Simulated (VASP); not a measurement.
# Al2Cu (P4/mmm) in VASP: further runs

Al2Cu is run at these levels: PBEsol, PBE, revPBE; tasks: single point.

All numbers are computed with VASP 6.6.1; they aren't measurements. Logs are shortened: lines on timing, memory, paths and dates and some standing lists are left out, and cuts for length are marked.

## 1. The cell of the first run

Symmetry: P4/mmm, No. 123, tetragonal system. The conventional cell has a = 4.086 Å, b = 4.086 Å, c = 2.846 Å, α = 90.00°, β = 90.00°, γ = 90.00°. Within 3.3 Å of Cu (site symmetry 4/mmm) lie 8 Al at 2.49 Å and 2 Cu at 2.85 Å. Al (site symmetry mmm) has 4 Cu at 2.49 Å and 6 Al at 2.85 to 2.89 Å within 3.3 Å.

## 2. Single point, PBEsol

INCAR reads:

```
  ALGO = Normal
  EDIFF = 1E-6
  ENCUT = 520
  GGA = PS
  ISIF = 2
  ISMEAR = -1
  LASPH = True
  LCHARG = False
  LREAL = False
  LWAVE = False
  NBANDS = 16
  NELM = 80
  PREC = Accurate
  SIGMA = 0.05
```

KPOINTS reads:

```
k-points
0
Gamma
  7 7 9
```

POSCAR reads:

```
Al2Cu
1.0
    4.0861938994      0.0000000000      0.0000000000
    0.0000000000      4.0861938994      0.0000000000
    0.0000000000      0.0000000000      2.8459988764
Cu Al
1 2
Direct
    0.0000000000      0.0000000000      0.0000000000
    0.0000000000      0.5000000000      0.5000000000
    0.5000000000      0.0000000000      0.5000000000
```

Potentials or basis: VASP PAW PBE potentials, release 64 (Cu, Al).

The run is started by

```sh
$ cat potpaw_PBE.64/Cu/POTCAR potpaw_PBE.64/Al/POTCAR > POTCAR
$ mpirun -np 1 vasp_std > vasp.out
```

OUTCAR:

```text
EDIFF = 1E-6
   ENCUT = 520
   GGA = PS
   ISIF = 2
   ISMEAR = -1
   LASPH = True
   LREAL = False
   NELM = 80
   PREC = Accurate

 ion  position               nearest neighbor table
   1  0.000  0.000  0.000-   2 2.49   3 2.49   2 2.49   3 2.49   2 2.49   2 2.49   3 2.49   3 2.49

   2  0.000  0.500  0.500-   1 2.49   1 2.49   1 2.49   1 2.49   3 2.89   3 2.89   3 2.89   3 2.89

   3  0.500  0.000  0.500-   1 2.49   1 2.49   1 2.49   1 2.49   2 2.89   2 2.89   2 2.89   2 2.89

  LATTYP: Found a simple tetragonal cell.
 ALAT       =     4.0861938994
 C/A-ratio  =     0.6964913919

  Lattice vectors:

 A1 = (   4.0861938994,   0.0000000000,   0.0000000000)
 A2 = (   0.0000000000,   4.0861938994,   0.0000000000)
 A3 = (   0.0000000000,   0.0000000000,   2.8459988764)

Analysis of symmetry for initial positions (statically):
=====================================================================
 Subroutine PRICEL returns:
 Original cell was already a primitive cell.

 Routine SETGRP: Setting up the symmetry group for a
 simple tetragonal supercell.

 Subroutine GETGRP returns: Found 16 space group operations
 (whereof 16 operations were pure point group operations)
 out of a pool of 16 trial point group operations.

The static configuration has the point symmetry D_4h.

Analysis of symmetry for dynamics (positions and initial velocities):
=====================================================================
 Subroutine PRICEL returns:
 Original cell was already a primitive cell.

 Routine SETGRP: Setting up the symmetry group for a
 simple tetragonal supercell.

 Subroutine GETGRP returns: Found 16 space group operations
 (whereof 16 operations were pure point group operations)
 out of a pool of 16 trial point group operations.

The dynamic configuration has the point symmetry D_4h.

 Subroutine INISYM returns: Found 16 space group operations
 (whereof 16 operations are pure point group operations),
 and found     1 'primitive' translations

----------------------------------------------------------------------------------------

                                     Primitive cell

  volume of cell :      47.5196

  direct lattice vectors                    reciprocal lattice vectors
     4.086193899  0.000000000  0.000000000     0.244726517  0.000000000  0.000000000
     0.000000000  4.086193899  0.000000000     0.000000000  0.244726517  0.000000000
     0.000000000  0.000000000  2.845998876     0.000000000  0.000000000  0.351370483

  length of vectors
     4.086193899  4.086193899  2.845998876     0.244726517  0.244726517  0.351370483

  position of ions in fractional coordinates (direct lattice)
     0.000000000  0.000000000  0.000000000
     0.000000000  0.500000000  0.500000000
     0.500000000  0.000000000  0.500000000

  ion indices of the primitive-cell ions
   primitive index   ion index
                 1           1
                 2           2
                 3           3

----------------------------------------------------------------------------------------

 KPOINTS: k-points

Automatic generation of k-mesh.
 Grid dimensions read from file:
 generate k-points for:    7    7    9

 Generating k-lattice:

  Cartesian coordinates                     Fractional coordinates (reciprocal lattice)
     0.034960931  0.000000000  0.000000000     0.142857143  0.000000000  0.000000000
     0.000000000  0.034960931  0.000000000     0.000000000  0.142857143  0.000000000
     0.000000000  0.000000000  0.039041165     0.000000000  0.000000000  0.111111111

  Length of vectors
     0.034960931  0.034960931  0.039041165

  Shift w.r.t. Gamma in fractional coordinates (k-lattice)
     0.000000000  0.000000000  0.000000000

 Subroutine IBZKPT returns following result:
 ===========================================

 Found     50 irreducible k-points:

 Following reciprocal coordinates:
            Coordinates               Weight
  0.000000  0.000000  0.000000      1.000000
  0.142857  0.000000  0.000000      4.000000
  0.285714  0.000000  0.000000      4.000000
  0.428571  0.000000  0.000000      4.000000
  0.142857  0.142857  0.000000      4.000000
  0.285714  0.142857  0.000000      8.000000
[... 16 lines left out ...]
  0.285714  0.000000  0.222222      8.000000
  0.428571  0.000000  0.222222      8.000000
 [... further k-points ...]
   k-points           NKPTS =     50   k-points in BZ     NKDIM =     50   number of bands    NBANDS=     16
   number of dos      NEDOS =    301   number of ions     NIONS =      3
   total plane-waves  NPLWV =  21600
   dimension x,y,z NGX =    30 NGY =   30 NGZ =   24
   dimension x,y,z NGXF=    60 NGYF=   60 NGZF=   48
   ions per type =               1   2
   NGX,Y,Z   is equivalent  to a cutoff of  12.21, 12.21, 14.02 a.u.
   NGXF,Y,Z  is equivalent  to a cutoff of  24.41, 24.41, 28.04 a.u.
 SYSTEM =  unknown system
   PREC   = accura    normal or accurate (medium, high low for compatibility)
   ISTART =      0    job   : 0-new  1-cont  2-samecut
   ICHARG =      2    charge: 1-file 2-atom 10-const
   ISPIN  =      1    spin polarized calculation?
   LNONCOLLINEAR =      F non collinear calculations
   LSORBIT =      F    spin-orbit coupling
   LASPH  =      T    aspherical Exc in radial PAW
   ENCUT  =  520.0 eV  38.22 Ry    6.18 a.u.   7.60  7.60  5.29*2*pi/ulx,y,z
   NELM   =     80;   NELMIN=  2; NELMDL= -5     # of ELM steps
   EDIFF  = 0.1E-05   stopping-criterion for ELM
   LREAL  =      F    real-space projection
   EDIFFG = 0.1E-04   stopping-criterion for IOM
   NSW    =      0    number of steps for IOM
   IBRION =     -1    ionic relax: 0-MD 1-quasi-New 2-CG
   NFREE  =      0    steps in history (QN), initial steepest desc. (CG)
   ISIF   =      2    stress and relaxation
   ISYM   =      2    0-nonsym 1-usesym 2-fastsym
   POTIM  = 0.5000    time-step for ionic-motion
   TEBEG  =    0.0;   TEEND  =   0.0 temperature during run
   PSTRESS=    0.0 pullay stress
   NELECT =      17.0000    total number of electrons
   NUPDOWN=      -1.0000    fix difference up-down
   EMIN   =  10.00;   EMAX   =-10.00  energy-range for DOS
   EFERMI =   0.00;   METHOD = LEGACY
   ISMEAR =    -1;   SIGMA  =   0.05  broadening in eV -4-tet -1-fermi 0-gaus
   EFERMI_NEDOS =   21; number of points for ismear=-14 and -15
   IALGO  =     38    algorithm
   IMIX   =      4    mixing-type and parameters
     AMIX     =   0.40;   BMIX     =  1.00
     AMIX_MAG =   1.60;   BMIX_MAG =  1.00
  volume/ion in A,a.u.               =      15.84       106.89
  Fermi-wavevector in a.u.,A,eV,Ry     =   1.162163  2.196169 18.376328  1.350622
  Thomas-Fermi vector in A             =   2.298727
   LORBIT       =      0    0 simple, 1 ext, 2 COOP (PROOUT), +10 PAW based schemes
   GGA     = PS    functional components
   LHFCALC =     F    Hartree Fock is set to
   AEXX    =    0.0000 exact exchange contribution
   IVDW    =     0    specifies the selected vdW correction
   LEPSILON=     F    determine dielectric tensor
   LRPA    =     F    only Hartree local field effects (RPA)
 non-spin polarized calculation
  energy-cutoff  :      520.00
  volume of cell :       47.52
 maximum number of plane-waves:      1293
   NGX = 15   NGY = 15   NGZ = 11

 number of electron      16.9999981 magnetization

 Free energy of the ion-electron system (eV)
  ---------------------------------------------------
  ext. energy  EPLUGINS =         0.00000000
  ---------------------------------------------------
  free energy    TOTEN  =       -12.56368021 eV

  energy without entropy =      -12.55124466  energy(sigma->0) =      -12.55746243

 E-fermi :   7.3230     XC(G=0): -10.5895

 val. band max:        7.2914368531   @ k =   0.1429   0.1429   0.4444
 cond. band min:       7.3303050458   @ k =   0.2857   0.2857   0.2222
 fundamental gap:      0.0388681927
 Fermi energy:         7.3230409226

 k-point     1 :       0.0000    0.0000    0.0000
  band No.  band energies     occupation
      1      -3.3781      2.00000
      2       1.7745      2.00000
      3       2.2815      2.00000
      4       2.9688      2.00000
      5       3.1882      2.00000
      6       3.1882      2.00000
[... 8 lines left out ...]
     15      14.5476      0.00000
     16      20.1449      0.00000

 k-point     2 :       0.1429    0.0000    0.0000
  band No.  band energies     occupation
      1      -3.2054      2.00000
      2       1.6552      2.00000
      3       2.2423      2.00000
      4       2.9184      2.00000
      5       3.1826      2.00000
      6       3.1891      2.00000
[... 8 lines left out ...]
     15      16.3551      0.00000
     16      19.5169      0.00000

 k-point     3 :       0.2857    0.0000    0.0000
  band No.  band energies     occupation
      1      -2.7049      2.00000
      2       0.9137      2.00000
      3       2.2006      2.00000
      4       2.8234      2.00000
      5       3.0703      2.00000
      6       3.1703      2.00000
[... 8 lines left out ...]
     15      18.2280      0.00000
     16      19.0359      0.00000

 k-point     4 :       0.4286    0.0000    0.0000
  band No.  band energies     occupation
      1      -2.0034      2.00000
      2      -0.1909      2.00000
      3       2.2149      2.00000
      4       2.7598      2.00000
      5       2.9009      2.00000
      6       3.1605      2.00000
[... 8 lines left out ...]
     15      17.1219      0.00000
     16      18.9438      0.00000

 k-point     5 :       0.1429    0.1429    0.0000
  band No.  band energies     occupation
      1      -3.0324      2.00000
      2       1.6138      2.00000
      3       2.1725      2.00000
      4       2.8451      2.00000
      5       3.1832      2.00000
      6       3.1840      2.00000
[... 8 lines left out ...]
     15      17.2093      0.00000
     16      19.3243      0.00000

 k-point     6 :       0.2857    0.1429    0.0000
  band No.  band energies     occupation
      1      -2.5307      2.00000
      2       1.0231      2.00000
      3       2.0998      2.00000
      4       2.7279      2.00000
      5       3.1485      2.00000
      6       3.1714      2.00000
[... 8 lines left out ...]
     15      18.3331      0.00000
     16      18.7704      0.00000

 k-point     7 :       0.4286    0.1429    0.0000
  band No.  band energies     occupation
      1      -1.8246      2.00000
      2      -0.0500      2.00000
      3       2.1620      2.00000
      4       2.6775      2.00000
      5       2.9124      2.00000
      6       3.1617      2.00000
[... 8 lines left out ...]
     15      17.2467      0.00000
     16      18.9646      0.00000

 k-point     8 :       0.2857    0.2857    0.0000
  band No.  band energies     occupation
      1      -2.0247      2.00000
      2       1.1769      2.00000
      3       1.6616      2.00000
      4       2.5765      2.00000
      5       3.1680      2.00000
      6       3.1734      2.00000
[... 8 lines left out ...]
     15      18.4059      0.00000
     16      19.0732      0.00000

 k-point     9 :       0.4286    0.2857    0.0000
  band No.  band energies     occupation
      1      -1.3019      2.00000
      2       0.3484      2.00000
      3       1.8250      2.00000
      4       2.4339      2.00000
      5       2.9188      2.00000
      6       3.1646      2.00000
[... 8 lines left out ...]
     15      17.5959      0.00000
     16      18.7939      0.00000
[... 172 lines left out ...]
 k-point    19 :       0.4286    0.2857    0.1111
  band No.  band energies     occupation
      1      -1.0756      2.00000
      2       0.5083      2.00000
      3       1.9295      2.00000
      4       2.4935      2.00000
      5       2.8934      2.00000
      6       2.9963      2.00000
[... 8 lines left out ...]
     15      16.8544      0.00000
     16      18.2797      0.00000

 k-point    20 :       0.4286    0.4286    0.1111
  band No.  band energies     occupation
      1      -0.3037      2.00000
      2       0.9264      2.00000
      3       1.1799      2.00000
      4       2.1388      2.00000
      5       2.8670      2.00000
      6       3.0155      2.00000
[... 8 lines left out ...]
     15      16.9795      0.00000
     16      17.4760      0.00000

 k-point    21 :       0.0000    0.0000    0.2222
  band No.  band energies     occupation
      1      -2.4608      2.00000
      2       2.0480      2.00000
      3       2.5680      2.00000
      4       2.6192      2.00000
      5       2.6192      2.00000
      6       3.0486      2.00000
[... 8 lines left out ...]
     15      15.8043      0.00000
     16      16.3556      0.00000

 k-point    22 :       0.1429    0.0000    0.2222
  band No.  band energies     occupation
      1      -2.2908      2.00000
      2       1.9465      2.00000
      3       2.5196      2.00000
      4       2.6302      2.00000
      5       2.6549      2.00000
      6       3.0192      2.00000
[... 8 lines left out ...]
     15      16.2840      0.00000
     16      17.0976      0.00000

 k-point    23 :       0.2857    0.0000    0.2222
  band No.  band energies     occupation
      1      -1.7974      2.00000
      2       1.4011      2.00000
      3       2.4755      2.00000
      4       2.6583      2.00000
      5       2.7569      2.00000
      6       2.9530      2.00000
[... 8 lines left out ...]
     15      16.8374      0.00000
     16      17.8022      0.00000

 k-point    24 :       0.4286    0.0000    0.2222
  band No.  band energies     occupation
      1      -1.0924      2.00000
      2       0.4658      2.00000
      3       2.4793      2.00000
      4       2.6877      2.00000
      5       2.8961      2.00000
      6       2.9208      2.00000
[... 8 lines left out ...]
     15      17.5049      0.00000
     16      18.3609      0.00000

 [... further k-points ...]
[... 5 lines left out ...]
  --------------------------------------------------------------------------------------
  -------------------------------------------------------------------------------------
  Total        0.0180721      0.0180721      0.0183049      0.0000000      0.0000000      0.0000000
  in kB        0.6093222      0.6093222      0.6171709      0.0000000      0.0000000      0.0000000
  external PRESSURE =       0.6119384 kB  Pullay stress =       0.0000000 kB

 VOLUME and BASIS-vectors are now :
 -----------------------------------------------------------------------------
  energy-cutoff  :      520.00
  volume of cell :       47.52
      direct lattice vectors                 reciprocal lattice vectors
     4.086193899  0.000000000  0.000000000     0.244726517  0.000000000  0.000000000
     0.000000000  4.086193899  0.000000000     0.000000000  0.244726517  0.000000000
     0.000000000  0.000000000  2.845998876     0.000000000  0.000000000  0.351370483

 POSITION                                       TOTAL-FORCE (eV/Angst)
 -----------------------------------------------------------------------------------
      0.00000      0.00000      0.00000         0.000000      0.000000      0.000000
      0.00000      2.04310      1.42300         0.000000      0.000000      0.000000
      2.04310      0.00000      1.42300         0.000000      0.000000      0.000000
 -----------------------------------------------------------------------------------
    total drift:                                0.000000      0.000000      0.000000

  FREE ENERGIE OF THE ION-ELECTRON SYSTEM (eV)
  ---------------------------------------------------
  free  energy   TOTEN  =       -12.5636802071 eV

  energy  without entropy=      -12.5512446620  energy(sigma->0) =      -12.55746243
```

Wall time 32 s (1 thread of Intel Xeon Platinum 8375C at 2.90GHz (Ice Lake), shared host); peak memory 0.17 GiB.

Results:

```
Free energy : -12.5637 eV
Pressure    : 0.1 GPa
```

Levels at points of the mesh, in eV from the Fermi level:
| k point | band 6 | band 7 | band 8 | band 9 | band 10 | band 11 |
| --- | --- | --- | --- | --- | --- | --- |
| (0.00, 0.00, 0.00) | -4.13 | -2.48 | -2.48 | -0.10 | 0.81 | 6.15 |

Caveat: the PAW data sets were made with another functional, which shifts forces and pressure a little.

## 3. Single point, PBE

This run uses another cell than the first one, of 16.34 Å³/atom, 1.032 times its volume.

INCAR reads:

```
SYSTEM = Al2Cu
ALGO = Normal ; EDIFF = 1E-6
ENCUT = 520 ; GGA = PE
ISIF = 2 ; ISMEAR = -1
LASPH = .True. ; LCHARG = .False.
LREAL = .False. ; LWAVE = .False.
NBANDS = 16 ; NELM = 60
PREC = Accurate ; SIGMA = 0.05
```

KPOINTS reads:

```
k-points
0
Gamma
  7 7 9
  0 0 0
```

POSCAR reads:

```
Al2Cu
1.0
    4.1254622603      0.0000000000      0.0000000000
    0.0000000000      4.1254622603      0.0000000000
    0.0000000000      0.0000000000      2.8809130046
Cu Al
1 2
Direct
    0.0000000000      0.0000000000      0.0000000000
    0.0000000000      0.5000000000      0.5000000000
    0.5000000000      0.0000000000      0.5000000000
```

Potentials or basis: VASP PAW PBE potentials, release 64 (Cu, Al).

The run is started by

```sh
$ cat potpaw_PBE.64/Cu/POTCAR potpaw_PBE.64/Al/POTCAR > POTCAR
$ mpirun -np 1 vasp_std > vasp.out
```

Run time: 26 s. Hardware: 1 thread of Intel Xeon Platinum 8375C at 2.90GHz (Ice Lake), shared host; peak memory 0.18 GiB.

Results (log left out):

| Item | Value |
| --- | --- |
| Free energy | -11.2924 eV |
| Pressure | 0.0 GPa |

Levels at points of the mesh, in eV from the Fermi level:
| k point | band 6 | band 7 | band 8 | band 9 | band 10 | band 11 |
| --- | --- | --- | --- | --- | --- | --- |
| (0.00, 0.00, 0.00) | -4.01 | -2.39 | -2.39 | -0.20 | 0.88 | 6.04 |

## 4. Single point, revPBE

This run uses another cell than the first one, of 16.64 Å³/atom, 1.050 times its volume.

INCAR reads:

```
ALGO     = Normal         # electronic algorithm
EDIFF    = 1E-7           # SCF threshold, eV
ENCUT    = 520            # plane-wave cutoff, eV
GGA      = RE             # functional
ISIF     = 2              # what is computed and relaxed
ISMEAR   = -1             # smearing method
LASPH    = True           # aspherical terms in the spheres
LCHARG   = False          # write CHGCAR
LREAL    = False          # projectors in reciprocal space
LWAVE    = False          # write WAVECAR
NBANDS   = 16             # bands
NELM     = 80             # most SCF steps
PREC     = Accurate       # precision mode
SIGMA    = 0.05           # smearing width, eV
```

KPOINTS reads:

```
k-points
0
Gamma
  7 7 9
```

POSCAR reads:

```
Al2Cu
1.0
    4.1499379054      0.0000000000      0.0000000000
    0.0000000000      4.1499379054      0.0000000000
    0.0000000000      0.0000000000      2.8979836437
Cu Al
1 2
Direct
    0.0000000000      0.0000000000      0.0000000000
    0.0000000000      0.5000000000      0.5000000000
    0.5000000000      0.0000000000      0.5000000000
```

The run is started by

```sh
$ cat potpaw_PBE.64/Cu/POTCAR potpaw_PBE.64/Al/POTCAR > POTCAR
$ mpirun -np 1 vasp_std > vasp.out
```

It took 28 s on 1 thread of Intel Xeon Platinum 8375C at 2.90GHz (Ice Lake), shared host; peak memory 0.18 GiB.

The run converged. Its results:

```yaml
Free_energy: -10.5133 eV
Pressure: 0.1 GPa
```

Levels at points of the mesh, in eV from the Fermi level:
```csv
k point,band 5,band 6,band 7,band 8,band 9,band 10,band 11,band 12
"(0.00, 0.00, 0.00)",-3.94,-3.94,-2.36,-2.36,-0.22,0.89,5.98,5.98
```

Caveat: the PAW data sets were made with another functional, which shifts forces and pressure a little.

## 5. The runs side by side

| level | cell | gap on the mesh (eV) | pressure (GPa) |
| --- | --- | --- | --- |
| PBEsol | a = 4.086, b = 4.086, c = 2.846 Å, 3 atoms | none | 0.1 |
| PBE | a = 4.125, b = 4.125, c = 2.881 Å, 3 atoms | none | 0.0 |
| revPBE | a = 4.150, b = 4.150, c = 2.898 Å, 3 atoms | none | 0.1 |

Alike in all rows: task single point; potentials or basis VASP PAW PBE potentials, release 64 (Cu, Al); no spin polarisation; k mesh 7 × 7 × 9; cutoff (eV) 520; smearing fermi-dirac 0.05 eV.

Caveats: the PAW data sets were made with another functional, which shifts forces and pressure a little (some runs).

Total energies depend on the potentials used, so only differences within one code and one set of settings carry meaning.
